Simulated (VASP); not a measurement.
**SrCl2: single point with PBEsol**

Crystal: SrCl2.

```xyz
3
Lattice="0.0000 3.2570 3.2570 3.2570 0.0000 3.2570 3.2570 3.2570 0.0000" Properties=species:S:1:pos:R:3 pbc="T T T"
Sr    0.0000    0.0000    0.0000
Cl    4.8855    4.8855    4.8855
Cl    1.6285    1.6285    1.6285
```

```json
{
 "Program": "VASP 6.6.1",
 "Task": "single point",
 "Functional": "PBEsol",
 "Potentials or basis": "VASP PAW PBE potentials, release 64 (Sr_sv, Cl)",
 "Cutoff": "520 eV",
 "k mesh": "7 × 7 × 7",
 "Occupations": "fermi-dirac, width 0.05 eV",
 "Spin": "no spin polarisation",
 "Dipole correction": "no",
 "Further INCAR settings": "ALGO = Normal; EDIFF = 1e-07; NBANDS = 19"
}
```

- Pressure: 10.3 GPa
- Band gap on the k mesh: 5.26 eV (least direct gap 5.41 eV)

Levels at points of the mesh, in eV from the valence-band top:
| k point | band 10 | band 11 | band 12 | band 13 | band 14 | band 15 |
| --- | --- | --- | --- | --- | --- | --- |
| (0.00, 0.00, 0.00) | -0.38 | -0.38 | -0.38 | 5.77 | 5.77 | 5.96 |

It took 30 s on 1 thread of Intel(R) Xeon(R) Platinum 8259CL CPU @ 2.50GHz (Skylake/Cascade Lake), with other jobs on the host, peak memory 0.2 GiB.

Caveat: the cell stands under pressure; the PAW data sets were made with another functional, which shifts forces and pressure a little; an odd mesh through Γ misses points on the zone boundary, where band edges can lie. As with any semilocal functional, this PBEsol gap is likely too small.
